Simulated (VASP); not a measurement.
# InSb3 (R-3m) in VASP: further runs

InSb3 is run at these levels: PBEsol; tasks: single point.

Program: VASP 6.6.1. These are calculated values, not measurements. Logs are shortened: lines on timing, memory, paths and dates and some standing lists are left out, and cuts for length are marked.

### 1 The cell of the first run

The structure is trigonal, space group R-3m (No. 166). The conventional cell has a = 6.709 Å, b = 6.709 Å, c = 7.644 Å, α = 90.00°, β = 90.00°, γ = 120.00°. In (site symmetry -3m) has 12 Sb at 3.20 to 3.35 Å within 4.2 Å. Sb (site symmetry 2/m) has 8 Sb at 3.20 to 3.35 Å and 4 In at 3.20 to 3.35 Å within 4.2 Å.

### 2 Single point, PBEsol

Input file INCAR:

```
ALGO = Normal
EDIFF = 1E-6
ENCUT = 520
GGA = PS
ISIF = 2
ISMEAR = 0
LASPH = True
LCHARG = False
LREAL = False
LWAVE = False
NBANDS = 22
NELM = 80
PREC = Accurate
SIGMA = 0.15
```

Input file KPOINTS:

```
k-points
0
Gamma
  8 8 8
```

Input file POSCAR:

```
InSb3
1.0
    4.6338930603     -0.1104095949     -0.1104095949
   -0.1104095949      4.6338930603     -0.1104095949
   -0.1104095949     -0.1104095949      4.6338930603
In Sb
1 3
Direct
    0.0000000000      0.0000000000      0.0000000000
    0.5000000000      0.0000000000      0.5000000000
    0.0000000000      0.5000000000      0.5000000000
    0.5000000000      0.5000000000      0.0000000000
```

Potentials or basis: VASP PAW PBE potentials, release 64 (In_d, Sb).

Run with:

```
$ cat potpaw_PBE.64/In_d/POTCAR potpaw_PBE.64/Sb/POTCAR > POTCAR
$ mpirun -np 1 vasp_std > vasp.out
```

OUTCAR:

```text
EDIFF = 1E-6
   ENCUT = 520
   GGA = PS
   ISIF = 2
   ISMEAR = 0
   LASPH = True
   LREAL = False
   NELM = 80
   PREC = Accurate

 ion  position               nearest neighbor table
   1  0.000  0.000  0.000-   4 3.20   4 3.20   2 3.20   3 3.20   2 3.20   3 3.20   4 3.35   2 3.35
                             2 3.35   4 3.35   3 3.35   3 3.35
   2  0.500  0.000  0.500-   3 3.20   3 3.20   4 3.20   4 3.20   1 3.20   1 3.20   4 3.35   1 3.35
                             1 3.35   3 3.35   4 3.35   3 3.35
   3  0.000  0.500  0.500-   2 3.20   2 3.20   4 3.20   1 3.20   4 3.20   1 3.20   2 3.35   1 3.35
                             2 3.35   4 3.35   4 3.35   1 3.35
   4  0.500  0.500  0.000-   1 3.20   1 3.20   3 3.20   2 3.20   3 3.20   2 3.20   2 3.35   2 3.35
                             1 3.35   3 3.35   3 3.35   1 3.35

  LATTYP: Found a trigonal (rhomboedric) cell.
 ALAT       =     4.6365229916
 COS(alpha) =    -0.0470319573

  Lattice vectors:

 A1 = (   4.6338930603,  -0.1104095949,  -0.1104095949)
 A2 = (  -0.1104095949,   4.6338930603,  -0.1104095949)
 A3 = (  -0.1104095949,  -0.1104095949,   4.6338930603)

Analysis of symmetry for initial positions (statically):
=====================================================================
 Subroutine PRICEL returns:
 Original cell was already a primitive cell.

 Routine SETGRP: Setting up the symmetry group for a
 trigonal (rhombohedral) supercell.

 Subroutine GETGRP returns: Found 12 space group operations
 (whereof 12 operations were pure point group operations)
 out of a pool of 12 trial point group operations.

The static configuration has the point symmetry D_3d.

Analysis of symmetry for dynamics (positions and initial velocities):
=====================================================================
 Subroutine PRICEL returns:
 Original cell was already a primitive cell.

 Routine SETGRP: Setting up the symmetry group for a
 trigonal (rhombohedral) supercell.

 Subroutine GETGRP returns: Found 12 space group operations
 (whereof 12 operations were pure point group operations)
 out of a pool of 12 trial point group operations.

The dynamic configuration has the point symmetry D_3d.

 Subroutine INISYM returns: Found 12 space group operations
 (whereof 12 operations are pure point group operations),
 and found     1 'primitive' translations

----------------------------------------------------------------------------------------

                                     Primitive cell

  volume of cell :      99.3313

  direct lattice vectors                    reciprocal lattice vectors
     4.633893060 -0.110409595 -0.110409595     0.216052564  0.005273431  0.005273431
    -0.110409595  4.633893060 -0.110409595     0.005273431  0.216052564  0.005273431
    -0.110409595 -0.110409595  4.633893060     0.005273431  0.005273431  0.216052564

  length of vectors
     4.636522992  4.636522992  4.636522992     0.216181240  0.216181240  0.216181240

  position of ions in fractional coordinates (direct lattice)
     0.000000000  0.000000000  0.000000000
     0.500000000  1.000000000  0.500000000
     1.000000000  0.500000000  0.500000000
     0.500000000  0.500000000  0.000000000

  ion indices of the primitive-cell ions
   primitive index   ion index
                 1           1
                 2           2
                 3           3
                 4           4

----------------------------------------------------------------------------------------

 KPOINTS: k-points

Automatic generation of k-mesh.
 Grid dimensions read from file:
 generate k-points for:    8    8    8

 Generating k-lattice:

  Cartesian coordinates                     Fractional coordinates (reciprocal lattice)
     0.027006570  0.000659179  0.000659179     0.125000000 -0.000000000  0.000000000
     0.000659179  0.027006570  0.000659179    -0.000000000  0.125000000  0.000000000
     0.000659179  0.000659179  0.027006570     0.000000000  0.000000000  0.125000000

  Length of vectors
     0.027022655  0.027022655  0.027022655

  Shift w.r.t. Gamma in fractional coordinates (k-lattice)
     0.000000000  0.000000000  0.000000000

 Subroutine IBZKPT returns following result:
 ===========================================

 Found     65 irreducible k-points:

 Following reciprocal coordinates:
            Coordinates               Weight
  0.000000  0.000000  0.000000      1.000000
  0.125000 -0.000000  0.000000      6.000000
  0.250000 -0.000000  0.000000      6.000000
  0.375000 -0.000000  0.000000      6.000000
  0.500000 -0.000000  0.000000      3.000000
  0.125000  0.125000  0.000000      6.000000
[... 16 lines left out ...]
  0.250000  0.125000  0.125000      6.000000
  0.375000  0.125000  0.125000      6.000000
 [... further k-points ...]
   k-points           NKPTS =     65   k-points in BZ     NKDIM =     65   number of bands    NBANDS=     22
   number of dos      NEDOS =    301   number of ions     NIONS =      4
   total plane-waves  NPLWV =  46656
   dimension x,y,z NGX =    36 NGY =   36 NGZ =   36
   dimension x,y,z NGXF=    72 NGYF=   72 NGZF=   72
   ions per type =               1   3
   NGX,Y,Z   is equivalent  to a cutoff of  12.91, 12.91, 12.91 a.u.
   NGXF,Y,Z  is equivalent  to a cutoff of  25.82, 25.82, 25.82 a.u.
 SYSTEM =  unknown system
   PREC   = accura    normal or accurate (medium, high low for compatibility)
   ISTART =      0    job   : 0-new  1-cont  2-samecut
   ICHARG =      2    charge: 1-file 2-atom 10-const
   ISPIN  =      1    spin polarized calculation?
   LNONCOLLINEAR =      F non collinear calculations
   LSORBIT =      F    spin-orbit coupling
   LASPH  =      T    aspherical Exc in radial PAW
   ENCUT  =  520.0 eV  38.22 Ry    6.18 a.u.   8.62  8.62  8.62*2*pi/ulx,y,z
   NELM   =     80;   NELMIN=  2; NELMDL= -5     # of ELM steps
   EDIFF  = 0.1E-05   stopping-criterion for ELM
   LREAL  =      F    real-space projection
   EDIFFG = 0.1E-04   stopping-criterion for IOM
   NSW    =      0    number of steps for IOM
   IBRION =     -1    ionic relax: 0-MD 1-quasi-New 2-CG
   NFREE  =      0    steps in history (QN), initial steepest desc. (CG)
   ISIF   =      2    stress and relaxation
   ISYM   =      2    0-nonsym 1-usesym 2-fastsym
   POTIM  = 0.5000    time-step for ionic-motion
   TEBEG  =    0.0;   TEEND  =   0.0 temperature during run
   PSTRESS=    0.0 pullay stress
   NELECT =      28.0000    total number of electrons
   NUPDOWN=      -1.0000    fix difference up-down
   EMIN   =  10.00;   EMAX   =-10.00  energy-range for DOS
   EFERMI =   0.00;   METHOD = LEGACY
   ISMEAR =     0;   SIGMA  =   0.15  broadening in eV -4-tet -1-fermi 0-gaus
   EFERMI_NEDOS =   21; number of points for ismear=-14 and -15
   IALGO  =     38    algorithm
   IMIX   =      4    mixing-type and parameters
     AMIX     =   0.40;   BMIX     =  1.00
     AMIX_MAG =   1.60;   BMIX_MAG =  1.00
  volume/ion in A,a.u.               =      24.83       167.58
  Fermi-wavevector in a.u.,A,eV,Ry     =   1.073410  2.028450 15.676747  1.152208
  Thomas-Fermi vector in A             =   2.209208
   LORBIT       =      0    0 simple, 1 ext, 2 COOP (PROOUT), +10 PAW based schemes
   GGA     = PS    functional components
   LHFCALC =     F    Hartree Fock is set to
   AEXX    =    0.0000 exact exchange contribution
   IVDW    =     0    specifies the selected vdW correction
   LEPSILON=     F    determine dielectric tensor
   LRPA    =     F    only Hartree local field effects (RPA)
 non-spin polarized calculation
 Gauss-broadening in eV      SIGMA  =   0.15
  energy-cutoff  :      520.00
  volume of cell :       99.33
 maximum number of plane-waves:      2703
 NGX is ok and might be reduce to    36
   NGX = 17   NGY = 17   NGZ = 17

 number of electron      27.9999987 magnetization

 Free energy of the ion-electron system (eV)
  ---------------------------------------------------
  ext. energy  EPLUGINS =         0.00000000
  ---------------------------------------------------
  free energy    TOTEN  =       -15.93616564 eV

  energy without entropy =      -15.91491636  energy(sigma->0) =      -15.92554100

 E-fermi :   9.1046     XC(G=0): -10.6729

 val. band max:        9.1024502959   @ k =  -0.2500   0.2500   0.2500
 cond. band min:       9.1139398964   @ k =   0.5000   0.1250   0.1250
 fundamental gap:      0.0114896005
 Fermi energy:         9.1046116812

 k-point     1 :       0.0000    0.0000    0.0000
  band No.  band energies     occupation
      1      -5.4645      2.00000
      2      -5.4645      2.00000
      3      -5.4321      2.00000
      4      -5.4319      2.00000
      5      -5.4319      2.00000
      6      -3.9199      2.00000
[... 14 lines left out ...]
     21      13.7568      0.00000
     22      14.7808      0.00000

 k-point     2 :       0.1250   -0.0000    0.0000
  band No.  band energies     occupation
      1      -5.4635      2.00000
      2      -5.4618      2.00000
      3      -5.4345      2.00000
      4      -5.4344      2.00000
      5      -5.4315      2.00000
      6      -3.8132      2.00000
[... 14 lines left out ...]
     21      14.4225      0.00000
     22      14.9381      0.00000

 k-point     3 :       0.2500   -0.0000    0.0000
  band No.  band energies     occupation
      1      -5.4616      2.00000
      2      -5.4567      2.00000
      3      -5.4400      2.00000
      4      -5.4391      2.00000
      5      -5.4299      2.00000
      6      -3.4964      2.00000
[... 14 lines left out ...]
     21      14.6302      0.00000
     22      15.2690      0.00000
[... 476 lines left out ...]
 k-point    23 :       0.2500    0.1250    0.1250
  band No.  band energies     occupation
      1      -5.4566      2.00000
      2      -5.4535      2.00000
      3      -5.4429      2.00000
      4      -5.4421      2.00000
      5      -5.4343      2.00000
      6      -3.2239      2.00000
[... 14 lines left out ...]
     21      14.4202      0.00000
     22      14.7678      0.00000

 k-point    24 :       0.3750    0.1250    0.1250
  band No.  band energies     occupation
      1      -5.4609      2.00000
      2      -5.4583      2.00000
      3      -5.4428      2.00000
      4      -5.4426      2.00000
      5      -5.4296      2.00000
      6      -2.7014      2.00000
[... 14 lines left out ...]
     21      14.0868      0.00000
     22      15.0806      0.00000

 [... further k-points ...]

------------------------ aborting loop because EDIFF is reached ----------------------------------------

  FORCE on cell =-STRESS in cart. coord.  units (eV):
  Direction    XX          YY          ZZ          XY          YZ          ZX
  --------------------------------------------------------------------------------------
  -------------------------------------------------------------------------------------
  Total        2.8126022      2.8126022      2.8126022      0.5387199      0.5387199      0.5387199
  in kB       45.3662541     45.3662541     45.3662541      8.6893572      8.6893572      8.6893572
  external PRESSURE =      45.3662541 kB  Pullay stress =       0.0000000 kB

 VOLUME and BASIS-vectors are now :
 -----------------------------------------------------------------------------
  energy-cutoff  :      520.00
  volume of cell :       99.33
      direct lattice vectors                 reciprocal lattice vectors
     4.633893060 -0.110409595 -0.110409595     0.216052564  0.005273431  0.005273431
    -0.110409595  4.633893060 -0.110409595     0.005273431  0.216052564  0.005273431
    -0.110409595 -0.110409595  4.633893060     0.005273431  0.005273431  0.216052564

 POSITION                                       TOTAL-FORCE (eV/Angst)
 -----------------------------------------------------------------------------------
      0.00000      0.00000      0.00000         0.000000      0.000000      0.000000
      2.26174     -0.11041      2.26174         0.000000      0.000000      0.000000
     -0.11041      2.26174      2.26174         0.000000     -0.000000     -0.000000
      2.26174      2.26174     -0.11041        -0.000000     -0.000000      0.000000
 -----------------------------------------------------------------------------------
    total drift:                               -0.000000     -0.000000     -0.000000

  FREE ENERGIE OF THE ION-ELECTRON SYSTEM (eV)
  ---------------------------------------------------
  free  energy   TOTEN  =       -15.9361656399 eV

  energy  without entropy=      -15.9149163567  energy(sigma->0) =      -15.92554100
```

Run time: 2 min. Hardware: 1 thread of Intel Xeon 8259CL, shared host; peak memory 0.29 GiB.

What came out:

```
Free energy            : -15.9362 eV
Pressure               : 4.5 GPa
Band gap on the k mesh : zero (bands 14 and 15 overlap by 4.75 eV)
```

Stress tensor (GPa, compression positive):
```
4.54 0.87 0.87
0.87 4.54 0.87
0.87 0.87 4.54
```

Levels at points of the mesh, in eV from the Fermi level:
| k point | band 12 | band 13 | band 14 | band 15 | band 16 | band 17 |
| --- | --- | --- | --- | --- | --- | --- |
| (0.00, 0.00, 0.00) | -3.62 | -0.11 | 0.55 | 0.55 | 1.89 | 1.89 |
| (0.50, 0.00, 0.00) | -2.60 | -2.20 | -1.28 | -1.05 | 1.89 | 2.55 |
| (0.50, 0.50, 0.00) | -1.66 | -1.42 | -1.33 | -1.19 | -0.01 | 1.00 |
| (0.50, 0.50, 0.50) | -5.45 | -5.02 | 3.56 | 3.56 | 4.24 | 4.56 |

Caveat: the cell stands under pressure; the PAW data sets were made with another functional, which shifts forces and pressure a little; spin-orbit coupling is left out, which moves the levels of the heavy elements.

### 3 Single point, PBEsol

This run uses another cell than the first one, of 25.55 Å³/atom.

Input file INCAR:

```
PREC = Accurate
ENCUT = 520
EDIFF = 1E-6
ISMEAR = 0
SIGMA = 0.15
LREAL = F
LASPH = T
NELM = 80
ALGO = Normal
ISIF = 2
LWAVE = F
LCHARG = T
GGA = PS
LELF = T
LVHAR = T
NBANDS = 22
```

Input file KPOINTS:

```
Automatic mesh
0
Gamma
  8 8 8
```

Input file POSCAR:

```
InSb3
1.0
    4.6811776833     -0.1654961807     -0.1654961807
   -0.1654961807      4.6811776833     -0.1654961807
   -0.1654961807     -0.1654961807      4.6811776833
In Sb
1 3
Direct
    0.0000000000      0.0000000000      0.0000000000
    0.5000000000      0.0000000000      0.5000000000
    0.0000000000      0.5000000000      0.5000000000
    0.5000000000      0.5000000000      0.0000000000
```

Potentials or basis: VASP PAW PBE potentials, release 64 (In_d, Sb).

Run with:

```
$ cat potpaw_PBE.64/In_d/POTCAR potpaw_PBE.64/Sb/POTCAR > POTCAR
$ mpirun -np 1 vasp_std > vasp.out
```

Wall time 2.2 min (1 thread of Intel Xeon 8259CL, shared host); peak memory 0.29 GiB.

The run converged. Its results:

| Quantity | Value |
| --- | --- |
| Free energy | -15.9562 eV |
| Pressure | 2.6 GPa |
| Band gap on the k mesh | zero (bands 14 and 15 overlap by 4.35 eV) |

Stress tensor (GPa, compression positive):
```
2.64 1.02 1.02
1.02 2.64 1.02
1.02 1.02 2.64
```

Levels at points of the mesh, in eV from the Fermi level:
| k point | band 12 | band 13 | band 14 | band 15 | band 16 | band 17 |
| --- | --- | --- | --- | --- | --- | --- |
| (0.00, 0.00, 0.00) | -3.58 | -0.38 | 0.40 | 0.40 | 2.13 | 2.13 |
| (0.50, 0.00, 0.00) | -2.48 | -1.96 | -1.17 | -0.93 | 1.59 | 2.39 |
| (0.50, 0.50, 0.00) | -1.61 | -1.43 | -1.20 | -1.18 | 0.27 | 1.23 |
| (0.50, 0.50, 0.50) | -5.14 | -4.83 | 3.16 | 3.16 | 4.16 | 4.60 |

Caveat: the PAW data sets were made with another functional, which shifts forces and pressure a little; spin-orbit coupling is left out, which moves the levels of the heavy elements.
